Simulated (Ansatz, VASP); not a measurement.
# One calculation of KI, two programs

Contents of INCAR:

```
SYSTEM = KI
PREC     = Accurate       ! precision mode
ENCUT    = 520            ! plane-wave cutoff, eV
EDIFF    = 1E-6           ! SCF threshold, eV
ISMEAR   = -1             ! smearing method
SIGMA    = 0.05           ! smearing width, eV
LREAL    = .FALSE.        ! projectors in reciprocal space
LASPH    = .TRUE.         ! aspherical terms in the spheres
NELM     = 100            ! most SCF steps
ALGO     = Normal         ! electronic algorithm
ISIF     = 2              ! what is computed and relaxed
LWAVE    = .FALSE.        ! write WAVECAR
LCHARG   = .TRUE.         ! write CHGCAR
GGA      = PS             ! functional
LELF     = .TRUE.         ! ELF
LVHAR    = .TRUE.       
NBANDS   = 15             ! bands
```

File KPOINTS:

```
Automatic mesh
0
G
  7 7 7
  0 0 0
```

File POSCAR:

```
KI
1.0
    0.0000000000      3.4606573152      3.4606573152
    3.4606573152      0.0000000000      3.4606573152
    3.4606573152      3.4606573152      0.0000000000
I K
1 1
Direct
    0.5000000000      0.5000000000      0.5000000000
    0.0000000000      0.0000000000      0.0000000000
```

input.yaml

```yaml
crystal:
  lattice:
    - [0.0, 3.4606573152, 3.4606573152]
    - [3.4606573152, 0.0, 3.4606573152]
    - [3.4606573152, 3.4606573152, 0.0]
  atoms:
    - { symbol: I, position: [0.5, 0.5, 0.5] }
    - { symbol: K, position: [0.0, 0.0, 0.0] }
kpoints:
  mp_grid: { grid: [7, 7, 7] }
scf:
  occupations: { method: fermi_dirac, width: 0.05 }
hamiltonian:
  xc: pbesol
  pseudopotentials: { kind: all_electron, lapw: { basis_error: 0.0005 } }
output:
  forces: true
  stress: true
  eigenvalues: true
```

Change from the starting cell: volume scaled by 0.94.

Alike in both runs: task single point; functional PBEsol; k mesh 7 × 7 × 7; occupations fermi-dirac, width 0.05 eV; no spin polarisation.

```csv
,VASP,Ansatz
version,VASP 6.6.1,Ansatz 0.2.0
potentials or method,"VASP PAW PBE potentials, release 64 (I, K_sv), cutoff 520 eV","all-electron LAPW, scalar-relativistic"
```

```csv
,VASP,Ansatz,Ansatz less VASP
gap on the k mesh at the Fermi level (eV),3.95,3.95,+0.005
least direct gap on the mesh (eV),3.95,3.95,+0.005
pressure (GPa),0.5,0.5,-0.04
```

VASP's potentials were made for PBE, not for PBEsol. Ansatz ran all-electron here, and VASP with PAW potentials.

Spin-orbit coupling is off throughout.
